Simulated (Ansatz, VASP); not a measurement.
One calculation of Co, two programs

```xyz
2
Lattice="2.5190 0.0000 0.0000 -1.2595 2.1815 0.0000 0.0000 0.0000 4.0910" Properties=species:S:1:pos:R:3 pbc="T T T"
Co    0.0000    1.4543    1.0228
Co    1.2595    0.7272    3.0682
```

Alike in both runs: task electric field gradients; functional PBE; k mesh 19 × 19 × 10; occupations fermi-dirac, width 0.08 eV; collinear spin.

|  | VASP | Ansatz |
| --- | --- | --- |
| version | VASP 6.6.1 | Ansatz 0.2.0 |
| potentials or method | VASP PAW PBE potentials, release 64 (Co), cutoff 520 eV | all-electron PAW with datasets made for the crystal, scalar-relativistic |

```csv
,VASP,Ansatz,Ansatz less VASP
pressure (GPa),-7.1,-6.7,+0.46
"traceless stress, the component that is largest in VASP (GPa)",-0.74,-0.62,+0.118
net moment per atom (μB),1.63,1.64,+0.010
size of the moment on the site where the two differ most (μB),1.66,1.72,+0.063
size of Vzz on the site where it differs most (V/Å²),2.1,1.8,-0.28
```

Site moments also hang on the region over which each program counts them. Ansatz ran all-electron here, and VASP with PAW potentials. Ansatz's warnings: band levels unverified.
